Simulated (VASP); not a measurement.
Write the native input for VASP 6.6.1 that does the following.

* Task: single point
* Functional: PBE
* Potentials or basis: VASP PAW PBE potentials, release 64 (Zr_sv, Ti_sv, C)
* Cutoff: 520 eV
* k mesh: 8 × 8 × 8
* Occupations: gaussian, width 0.2 eV
* Spin: no spin polarisation
* Dipole correction: no
* Further INCAR settings: ALGO = Normal; EDIFF = 1e-06; NBANDS = 51

The structure of Zr2Ti3C5 lies in POSCAR:

```
Zr2Ti3C5
1.0
    0.0000000000     -3.1956336000      0.0000000000
    3.1956336000      0.0000000000      0.0000000000
   -1.5978168000      1.5978168000     11.1975973000
Zr Ti C
2 3 5
Direct
    0.1961520000      0.1961520000      0.3923040000
    0.8038480000      0.8038480000      0.6076960000
    0.5946580000      0.5946580000      0.1893160000
    0.4053420000      0.4053420000      0.8106840000
    0.0000000000      0.0000000000      0.0000000000
    0.6955480000      0.6955480000      0.3910960000
    0.3044520000      0.3044520000      0.6089040000
    0.9056630000      0.9056630000      0.8113260000
    0.5000000000      0.5000000000      0.0000000000
    0.0943370000      0.0943370000      0.1886740000
```

One way to write it, as run:

INCAR

```
SYSTEM = Zr2Ti3C5
PREC = Accurate ; ENCUT = 520
EDIFF = 1E-6 ; ISMEAR = 0
SIGMA = 0.2 ; LREAL = .False.
LASPH = .True. ; NELM = 80
ALGO = Normal ; ISIF = 2
LWAVE = .False. ; LCHARG = .True.
GGA = PE ; LELF = .True.
LVHAR = .True. ; NBANDS = 51
```

KPOINTS

```
regular mesh
0
Gamma
  8 8 8
  0 0 0
```

Potentials or basis: VASP PAW PBE potentials, release 64 (Zr_sv, Ti_sv, C).

The run is started by

```bash
$ cat potpaw_PBE.64/Zr_sv/POTCAR potpaw_PBE.64/Ti_sv/POTCAR potpaw_PBE.64/C/POTCAR > POTCAR
$ mpirun -np 1 vasp_std > vasp.out
```

Results of the run:

The pressure is 0.3 GPa and the largest force is 0.008 eV/Å. The band gap on the k mesh is zero (bands 40 and 41 overlap by 0.43 eV).

Wall time 9 min on 1 thread of AMD EPYC 7R43 64-Core Processor (Zen 3), on a shared host, peak memory 0.37 GiB.
